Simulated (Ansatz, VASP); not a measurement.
**One calculation of BaHfO3, two programs**

```
Ba Hf O
1.0
     4.31769    0.00000    0.00000
    -2.15885    3.73923    0.00000
     0.00000    0.00000    7.09599
Ba Hf O
1 1 3
Direct
  0.00000 0.00000 0.50000
  0.00000 0.00000 0.00000
  0.50000 0.00000 0.00000
  0.00000 0.50000 0.00000
  0.50000 0.50000 0.00000
```

Alike in both runs: functional PBE; k mesh 12 × 12 × 6; occupations gaussian, width 0.1 eV; no spin polarisation.

Ansatz relaxed the structure, and its values are those at the end. VASP's run is a single point on that final structure, the one shown.

|  | VASP | Ansatz |
| --- | --- | --- |
| version | VASP 6.6.1 | Ansatz 0.2.0 |
| potentials or method | VASP PAW PBE potentials, release 64 (Ba_sv, Hf_pv, O), cutoff 520 eV | scalar-relativistic, plane waves, PAW |
| valence electrons in the cell | 38 | 54 |

VASP gave:

- gap on the k mesh at the Fermi level (eV): none
- pressure (GPa): -0.8

Question: Estimate Ansatz's values.

Answer: gap on the k mesh at the Fermi level (eV): none; pressure (GPa): 0.0.

A gap of «none» marks a metal or a gap that the smearing closes. VASP's potentials hold 38 valence electrons a cell and Ansatz's 54, so a difference there can come from the potentials and not from the codes.

Neither program's run includes spin-orbit coupling.
